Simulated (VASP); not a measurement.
## Sb: single point with PBE

The system is Sb.

```xyz
2
Lattice="3.3545 0.0000 0.0000 0.0000 4.6707 0.0000 -0.0418 0.0000 4.7334" Properties=species:S:1:pos:R:3 pbc="T T T"
Sb    3.2846    3.5030    3.5918
Sb    0.0281    1.1677    1.1415
```

```yaml
Program: VASP 6.6.1
Task: single point
Functional: PBE
Potentials_or_basis: VASP PAW PBE potentials, release 64 (Sb)
Cutoff: 520 eV
k_mesh: 6 × 4 × 4
Occupations: gaussian, width 0.1 eV
Spin: no spin polarisation
Dipole_correction: no
Further_INCAR_settings: ALGO = Normal; EDIFF = 1e-06; NBANDS = 12
```

```
Pressure               : -7.1 GPa
Largest force          : 0.200 eV/Å
Band gap on the k mesh : zero (band 5 reaches 8.65 eV, above the bottom of band 6 at 2.05 eV)
```

Forces in eV/Å, atoms in the order of the input:
```
Sb   0.039  0.000  0.196
Sb  -0.039  0.000 -0.196
```

Stress tensor (GPa, compression positive):
```
-9.86  0.00  0.05
 0.00 -5.63  0.00
 0.05  0.00 -5.86
```

Levels at points of the mesh, in eV from the Fermi level:
```csv
k point,band 1,band 2,band 3,band 4,band 5,band 6,band 7,band 8,band 9,band 10
"(0.00, 0.00, 0.00)",-10.95,-7.43,-2.72,-2.62,2.55,2.57,2.74,3.13,5.28,6.68
"(0.50, 0.00, 0.00)",-9.30,-5.65,-4.22,-1.33,-1.23,-1.17,4.01,4.05,5.08,5.15
"(0.00, 0.50, 0.00)",-9.58,-9.58,-1.04,-1.04,-0.65,-0.65,3.77,3.77,7.68,7.68
"(0.50, 0.50, 0.00)",-7.91,-7.91,-2.94,-2.94,0.41,0.41,0.97,0.97,5.66,5.66
"(0.00, 0.00, 0.50)",-9.77,-9.43,-1.07,-0.75,-0.65,-0.61,3.61,3.90,7.44,7.59
"(0.50, 0.00, 0.50)",-8.11,-7.75,-3.08,-2.83,0.32,0.82,0.93,0.98,5.63,5.88
"(0.00, 0.50, 0.50)",-9.22,-9.22,-4.24,-4.24,3.96,3.96,4.17,4.17,8.40,8.40
"(0.50, 0.50, 0.50)",-7.53,-7.53,-2.73,-2.73,-2.64,-2.64,2.87,2.87,5.48,5.48
```

It took 22 s on 1 thread of Intel(R) Xeon(R) Platinum 8259CL CPU @ 2.50GHz (Skylake/Cascade Lake), with other jobs on the host, peak memory 0.19 GiB.

Caveat: spin-orbit coupling is left out, which moves the levels of the heavy elements.
